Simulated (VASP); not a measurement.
TlGaSe3, 5 atoms in the cell. It takes space group Pm-3m (No. 221, cubic). Conventional cell: a = 4.932 Å, b = 4.932 Å, c = 4.932 Å, α = 90.00°, β = 90.00°, γ = 90.00°. Tl (site symmetry m-3m) has 12 Se at 3.49 Å and 8 Ga at 4.27 Å within 4.6 Å. Within 3.3 Å of Ga (site symmetry m-3m) lie 6 Se at 2.47 Å. Se (site symmetry 4/mmm) has 2 Ga at 2.47 Å within 3.3 Å. 

```yaml
Program: VASP 6.6.1
Task: relaxation of cell and atoms
Functional: PBE
Potentials_or_basis: VASP PAW PBE potentials, release 64 (Tl_d, Ga_d, Se)
Cutoff: 600 eV
k_mesh: 4 × 4 × 4
Occupations: gaussian, width 0.1 eV
Spin: no spin polarisation
Dipole_correction: no
Further_INCAR_settings: ALGO = Normal; EDIFF = 1e-07; IBRION = 2; EDIFFG = -0.04; NSW = 90; ISIF = 3
```

Potentials or basis: VASP PAW PBE potentials, release 64 (Tl_d, Ga_d, Se).

Run with:

```bash
$ cat potpaw_PBE.64/Tl_d/POTCAR potpaw_PBE.64/Ga_d/POTCAR potpaw_PBE.64/Se/POTCAR > POTCAR
$ mpirun -np 1 vasp_std > vasp.out
```

Hardware: 1 thread of Intel(R) Xeon(R) 6975P-C (Granite Rapids), on a shared host.

Q: How long does it take, and how much memory?

A: It took 57 s on 1 thread of Intel(R) Xeon(R) 6975P-C (Granite Rapids), with other jobs on the host, peak memory 0.27 GiB. Counts: scf iterations 35, k points 10, ion steps 3.
